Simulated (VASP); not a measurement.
# Ru (P6_3/mmc) in VASP: a series of runs

The runs below take Ru through single point, relaxation of cell and atoms, with PBEsol.

Everything below comes from runs of VASP 6.6.1. Logs are shortened: lines on timing, memory, paths and dates and some standing lists are left out, and cuts for length are marked.

### 1 The cell of the first run

Symmetry: P6_3/mmc, No. 194, hexagonal system. The conventional cell has a = 2.688 Å, b = 2.688 Å, c = 4.255 Å, α = 90.00°, β = 90.00°, γ = 120.00°. Ru (site symmetry -6m2) has 12 Ru at 2.63 to 2.69 Å within 3.5 Å.

### 2 Single point, PBEsol

File INCAR:

```
SYSTEM = Ru
  PREC = Accurate
  ENCUT = 520
  EDIFF = 1E-6
  ISMEAR = 0
  SIGMA = 0.1
  LREAL = .False.
  LASPH = .True.
  NELM = 100
  ALGO = Normal
  ISIF = 2
  LWAVE = .False.
  LCHARG = .False.
  GGA = PS
  NBANDS = 21
```

File KPOINTS:

```
regular mesh
0
Gamma
  9 9 5
  0 0 0
```

File POSCAR:

```
Ru
1.0
    2.6876659841      0.0000000000      0.0000000000
   -1.3438329921      2.3275870191      0.0000000000
    0.0000000000      0.0000000000      4.2554592169
Ru
2
Direct
    0.3333333333      0.6666666667      0.2500000000
    0.6666666667      0.3333333333      0.7500000000
```

Potentials or basis: VASP PAW PBE potentials, release 64 (Ru_pv).

The run is started by

```
$ cat potpaw_PBE.64/Ru_pv/POTCAR > POTCAR
$ mpirun -np 1 vasp_std > vasp.out
```

OUTCAR:

```text
SYSTEM = Ru
   PREC = Accurate
   ENCUT = 520
   EDIFF = 1E-6
   ISMEAR = 0
   LREAL = .False.
   LASPH = .True.
   NELM = 100
   ISIF = 2
   GGA = PS

 ion  position               nearest neighbor table
   1  0.333  0.667  0.250-   2 2.63   2 2.63   2 2.63   2 2.63   2 2.63   2 2.63
   2  0.667  0.333  0.750-   1 2.63   1 2.63   1 2.63   1 2.63   1 2.63   1 2.63

  LATTYP: Found a hexagonal cell.
 ALAT       =     2.6876659841
 C/A-ratio  =     1.5833288965

  Lattice vectors:

 A1 = (   2.6876659841,   0.0000000000,   0.0000000000)
 A2 = (  -1.3438329921,   2.3275870191,   0.0000000000)
 A3 = (   0.0000000000,   0.0000000000,   4.2554592169)

Analysis of symmetry for initial positions (statically):
=====================================================================
 Subroutine PRICEL returns:
 Original cell was already a primitive cell.

 Routine SETGRP: Setting up the symmetry group for a
 hexagonal supercell.

 Subroutine GETGRP returns: Found 24 space group operations
 (whereof 12 operations were pure point group operations)
 out of a pool of 24 trial point group operations.

The static configuration has the point symmetry D_3d.
 The point group associated with its full space group is D_6h.

Analysis of symmetry for dynamics (positions and initial velocities):
=====================================================================
 Subroutine PRICEL returns:
 Original cell was already a primitive cell.

 Routine SETGRP: Setting up the symmetry group for a
 hexagonal supercell.

 Subroutine GETGRP returns: Found 24 space group operations
 (whereof 12 operations were pure point group operations)
 out of a pool of 24 trial point group operations.

The dynamic configuration has the point symmetry D_3d.
 The point group associated with its full space group is D_6h.

 Subroutine INISYM returns: Found 24 space group operations
 (whereof 12 operations are pure point group operations),
 and found     1 'primitive' translations

----------------------------------------------------------------------------------------

                                     Primitive cell

  volume of cell :      26.6212

  direct lattice vectors                    reciprocal lattice vectors
     2.687665984  0.000000000  0.000000000     0.372070044  0.214814740  0.000000000
    -1.343832992  2.327587019  0.000000000     0.000000000  0.429629480  0.000000000
     0.000000000  0.000000000  4.255459217     0.000000000  0.000000000  0.234992265

  length of vectors
     2.687665984  2.687665984  4.255459217     0.429629480  0.429629480  0.234992265

  position of ions in fractional coordinates (direct lattice)
     0.333333333  0.666666667  0.250000000
     0.666666667  0.333333333  0.750000000

  ion indices of the primitive-cell ions
   primitive index   ion index
                 1           1
                 2           2

----------------------------------------------------------------------------------------

 KPOINTS: regular mesh

Automatic generation of k-mesh.
 Grid dimensions read from file:
 generate k-points for:    9    9    5

 Generating k-lattice:

  Cartesian coordinates                     Fractional coordinates (reciprocal lattice)
     0.041341116  0.023868304  0.000000000     0.111111111  0.000000000  0.000000000
     0.000000000  0.047736609  0.000000000     0.000000000  0.111111111  0.000000000
     0.000000000  0.000000000  0.046998453     0.000000000  0.000000000  0.200000000

  Length of vectors
     0.047736609  0.047736609  0.046998453

  Shift w.r.t. Gamma in fractional coordinates (k-lattice)
     0.000000000  0.000000000  0.000000000

 Subroutine IBZKPT returns following result:
 ===========================================

 Found     36 irreducible k-points:

 Following reciprocal coordinates:
            Coordinates               Weight
  0.000000  0.000000  0.000000      1.000000
  0.111111  0.000000  0.000000      6.000000
  0.222222  0.000000  0.000000      6.000000
  0.333333  0.000000  0.000000      6.000000
  0.444444  0.000000  0.000000      6.000000
  0.111111  0.111111  0.000000      6.000000
[... 16 lines left out ...]
  0.333333  0.222222  0.200000     24.000000
  0.333333  0.333333  0.200000      4.000000
 [... further k-points ...]
   k-points           NKPTS =     36   k-points in BZ     NKDIM =     36   number of bands    NBANDS=     21
   number of dos      NEDOS =    301   number of ions     NIONS =      2
   total plane-waves  NPLWV =  12800
   dimension x,y,z NGX =    20 NGY =   20 NGZ =   32
   dimension x,y,z NGXF=    40 NGYF=   40 NGZF=   64
   ions per type =               2
   NGX,Y,Z   is equivalent  to a cutoff of  12.37, 12.37, 12.50 a.u.
   NGXF,Y,Z  is equivalent  to a cutoff of  24.74, 24.74, 25.00 a.u.
 SYSTEM =  Ru
   PREC   = accura    normal or accurate (medium, high low for compatibility)
   ISTART =      0    job   : 0-new  1-cont  2-samecut
   ICHARG =      2    charge: 1-file 2-atom 10-const
   ISPIN  =      1    spin polarized calculation?
   LNONCOLLINEAR =      F non collinear calculations
   LSORBIT =      F    spin-orbit coupling
   LASPH  =      T    aspherical Exc in radial PAW
   ENCUT  =  520.0 eV  38.22 Ry    6.18 a.u.   5.00  5.00  7.91*2*pi/ulx,y,z
   NELM   =    100;   NELMIN=  2; NELMDL= -5     # of ELM steps
   EDIFF  = 0.1E-05   stopping-criterion for ELM
   LREAL  =      F    real-space projection
   EDIFFG = 0.1E-04   stopping-criterion for IOM
   NSW    =      0    number of steps for IOM
   IBRION =     -1    ionic relax: 0-MD 1-quasi-New 2-CG
   NFREE  =      0    steps in history (QN), initial steepest desc. (CG)
   ISIF   =      2    stress and relaxation
   ISYM   =      2    0-nonsym 1-usesym 2-fastsym
   POTIM  = 0.5000    time-step for ionic-motion
   TEBEG  =    0.0;   TEEND  =   0.0 temperature during run
   PSTRESS=    0.0 pullay stress
   NELECT =      28.0000    total number of electrons
   NUPDOWN=      -1.0000    fix difference up-down
   EMIN   =  10.00;   EMAX   =-10.00  energy-range for DOS
   EFERMI =   0.00;   METHOD = LEGACY
   ISMEAR =     0;   SIGMA  =   0.10  broadening in eV -4-tet -1-fermi 0-gaus
   EFERMI_NEDOS =   21; number of points for ismear=-14 and -15
   IALGO  =     38    algorithm
   IMIX   =      4    mixing-type and parameters
     AMIX     =   0.40;   BMIX     =  1.00
     AMIX_MAG =   1.60;   BMIX_MAG =  1.00
  volume/ion in A,a.u.               =      13.31        89.82
  Fermi-wavevector in a.u.,A,eV,Ry     =   1.664888  3.146182 37.713325  2.771851
  Thomas-Fermi vector in A             =   2.751353
   LORBIT       =      0    0 simple, 1 ext, 2 COOP (PROOUT), +10 PAW based schemes
   GGA     = PS    functional components
   LHFCALC =     F    Hartree Fock is set to
   AEXX    =    0.0000 exact exchange contribution
   IVDW    =     0    specifies the selected vdW correction
   LEPSILON=     F    determine dielectric tensor
   LRPA    =     F    only Hartree local field effects (RPA)
 non-spin polarized calculation
 Gauss-broadening in eV      SIGMA  =   0.10
  energy-cutoff  :      520.00
  volume of cell :       26.62
 maximum number of plane-waves:       744
 NGX is ok and might be reduce to    20
   NGX =  9   NGY =  9   NGZ = 15

 number of electron      27.9999997 magnetization

 Free energy of the ion-electron system (eV)
  ---------------------------------------------------
  ext. energy  EPLUGINS =         0.00000000
  ---------------------------------------------------
  free energy    TOTEN  =       -20.37231534 eV

  energy without entropy =      -20.36475157  energy(sigma->0) =      -20.36853345

 E-fermi :  13.1645     XC(G=0): -14.4055

 val. band max:       13.1521154194   @ k =   0.1111   0.1111   0.4000
 cond. band min:      13.1762107057   @ k =   0.0000   0.0000   0.4000
 fundamental gap:      0.0240952863
 Fermi energy:        13.1644721391

 k-point     1 :       0.0000    0.0000    0.0000
  band No.  band energies     occupation
      1     -30.6117      2.00000
      2     -29.6310      2.00000
      3     -29.6310      2.00000
      4     -29.4500      2.00000
      5     -29.4500      2.00000
      6     -29.3860      2.00000
[... 13 lines left out ...]
     20      23.2981      0.00000
     21      23.6099      0.00000

 k-point     2 :       0.1111    0.0000    0.0000
  band No.  band energies     occupation
      1     -30.5671      2.00000
      2     -29.7255      2.00000
      3     -29.6626      2.00000
      4     -29.5480      2.00000
      5     -29.4631      2.00000
      6     -29.4069      2.00000
[... 13 lines left out ...]
     20      23.2980      0.00000
     21      23.5434      0.00000

 k-point     3 :       0.2222    0.0000    0.0000
  band No.  band energies     occupation
      1     -30.4439      2.00000
      2     -29.9646      2.00000
      3     -29.7876      2.00000
      4     -29.7386      2.00000
      5     -29.4993      2.00000
      6     -29.4696      2.00000
[... 13 lines left out ...]
     20      23.2978      0.00000
     21      23.3823      0.00000

 k-point     4 :       0.3333    0.0000    0.0000
  band No.  band energies     occupation
      1     -30.2742      2.00000
      2     -30.2359      2.00000
      3     -30.0466      2.00000
      4     -29.8207      2.00000
      5     -29.5701      2.00000
      6     -29.5437      2.00000
[... 13 lines left out ...]
     20      23.2963      0.00000
     21      23.3069      0.00000

 k-point     5 :       0.4444    0.0000    0.0000
  band No.  band energies     occupation
      1     -30.4119      2.00000
      2     -30.2090      2.00000
      3     -30.1221      2.00000
      4     -29.8724      2.00000
      5     -29.6766      2.00000
      6     -29.5738      2.00000
[... 13 lines left out ...]
     20      23.2961      0.00000
     21      24.0886      0.00000
[... 382 lines left out ...]
     20      23.2921      0.00000
     21      24.2728      0.00000

 k-point    22 :       0.2222    0.2222    0.2000
  band No.  band energies     occupation
      1     -30.3302      2.00000
      2     -30.2369      2.00000
      3     -29.9581      2.00000
      4     -29.9208      2.00000
      5     -29.7175      2.00000
      6     -29.5884      2.00000
[... 13 lines left out ...]
     20      23.2961      0.00000
     21      24.8782      0.00000

 k-point    23 :       0.3333    0.2222    0.2000
  band No.  band energies     occupation
      1     -30.3659      2.00000
      2     -30.2593      2.00000
      3     -30.0763      2.00000
      4     -29.8768      2.00000
      5     -29.8039      2.00000
      6     -29.6602      2.00000
[... 13 lines left out ...]
     20      23.2915      0.00000
     21      23.6449      0.00000

 k-point    24 :       0.3333    0.3333    0.2000
  band No.  band energies     occupation
      1     -30.2512      2.00000
      2     -30.2310      2.00000
      3     -30.2310      2.00000
      4     -29.9356      2.00000
      5     -29.7492      2.00000
      6     -29.7492      2.00000
[... 13 lines left out ...]
     20      23.2982      0.00000
     21      23.2982      0.00000

 [... further k-points ...]

------------------------ aborting loop because EDIFF is reached ----------------------------------------

  FORCE on cell =-STRESS in cart. coord.  units (eV):
  Direction    XX          YY          ZZ          XY          YZ          ZX
  --------------------------------------------------------------------------------------
  -------------------------------------------------------------------------------------
  Total       -0.0113476     -0.0113476     -0.0075326      0.0000000     -0.0000000     -0.0000000
  in kB       -0.6829441     -0.6829441     -0.4533442      0.0000000     -0.0000000     -0.0000000
  external PRESSURE =      -0.6064108 kB  Pullay stress =       0.0000000 kB

 VOLUME and BASIS-vectors are now :
 -----------------------------------------------------------------------------
  energy-cutoff  :      520.00
  volume of cell :       26.62
      direct lattice vectors                 reciprocal lattice vectors
     2.687665984  0.000000000  0.000000000     0.372070044  0.214814740  0.000000000
    -1.343832992  2.327587019  0.000000000     0.000000000  0.429629480  0.000000000
     0.000000000  0.000000000  4.255459217     0.000000000  0.000000000  0.234992265

 POSITION                                       TOTAL-FORCE (eV/Angst)
 -----------------------------------------------------------------------------------
     -0.00000      1.55172      1.06386        -0.000000      0.000000      0.000000
      1.34383      0.77586      3.19159         0.000000     -0.000000      0.000000
 -----------------------------------------------------------------------------------
    total drift:                                0.000000     -0.000000      0.000000

  FREE ENERGIE OF THE ION-ELECTRON SYSTEM (eV)
  ---------------------------------------------------
  free  energy   TOTEN  =       -20.3723153389 eV

  energy  without entropy=      -20.3647515651  energy(sigma->0) =      -20.36853345
```

Wall time 16 s (1 thread of Intel Xeon 8259CL, shared host); peak memory 0.15 GiB.

Results:

```
Free energy            : -20.3723 eV
Pressure               : -0.1 GPa
Band gap on the k mesh : zero (bands 14 and 15 overlap by 3.15 eV)
```

Caveat: the PAW data sets were made with another functional, which shifts forces and pressure a little.

### 3 Relaxation of cell and atoms, PBEsol

This run uses another cell than the first one, of 13.57 Å³/atom.

File INCAR:

```
PREC = Accurate
ENCUT = 600
EDIFF = 1E-6
ISMEAR = 0
SIGMA = 0.1
LREAL = F
LASPH = T
NELM = 100
ALGO = Normal
ISIF = 3
LWAVE = F
LCHARG = F
GGA = PS
IBRION = 2
NSW = 80
EDIFFG = -0.02
```

File KPOINTS:

```
regular mesh
0
Gamma
  9 9 5
```

File POSCAR:

```
Ru
1.0
    2.7058000000      0.0000000000      0.0000000000
   -1.3529000000      2.3432915400      0.0000000000
    0.0000000000      0.0000000000      4.2819000000
Ru
2
Direct
    0.3333333333      0.6666666667      0.2500000000
    0.6666666667      0.3333333333      0.7500000000
```

Potentials or basis: VASP PAW PBE potentials, release 64 (Ru_pv).

The run is started by

```
$ cat potpaw_PBE.64/Ru_pv/POTCAR > POTCAR
$ mpirun -np 1 vasp_std > vasp.out
```

Run time: 98 s. Hardware: 1 thread of Intel Xeon 8259CL, shared host; peak memory 0.17 GiB.

It converged, with:

* Free energy: -20.3734 eV
* Relaxed volume: 13.31 Å³/atom
* Relaxed cell: a = 2.687 Å, b = 2.687 Å, c = 4.257 Å, α = 90.00°, β = 90.00°, γ = 120.00°
* Space group after relaxing (to 0.1 Å): P6_3/mmc (No. 194)
* Energy gained by relaxing: 5.6 meV/atom
* Ionic steps: 5
* Pressure after relaxing: 0.1 GPa
* Band gap on the k mesh: zero (bands 14 and 15 overlap by 3.16 eV)

Stress tensor (GPa, compression positive):
```
 0.18  0.00  0.00
 0.00  0.18  0.00
 0.00  0.00 -0.12
```

Step by step:
```
step  energy change (eV)  largest force (eV/Å)  pressure (GPa)  volume (Å³)
   1              0.0000                0.0000           -6.59        27.15
   2              0.1087                0.0000           25.44        25.01
   3             -0.0112                0.0000           -0.27        26.63
   4             -0.0112                0.0000            0.08        26.61
   5             -0.0112                0.0000            0.08        26.61
```

Final structure:
```
CELL_PARAMETERS angstrom
2.68673 0.00000 0.00000
-1.34336 2.32677 0.00000
0.00000 0.00000 4.25682
ATOMIC_POSITIONS crystal
Ru 0.33333 0.66667 0.25000
Ru 0.66667 0.33333 0.75000
```

Levels at points of the mesh, in eV from the Fermi level:
| k point | band 11 | band 12 | band 13 | band 14 | band 15 | band 16 | band 17 | band 18 |
| --- | --- | --- | --- | --- | --- | --- | --- | --- |
| (0.00, 0.00, 0.00) | -2.62 | -2.10 | -2.10 | -1.52 | -1.52 | 1.13 | 1.13 | 1.15 |

Caveat: the PAW data sets were made with another functional, which shifts forces and pressure a little.
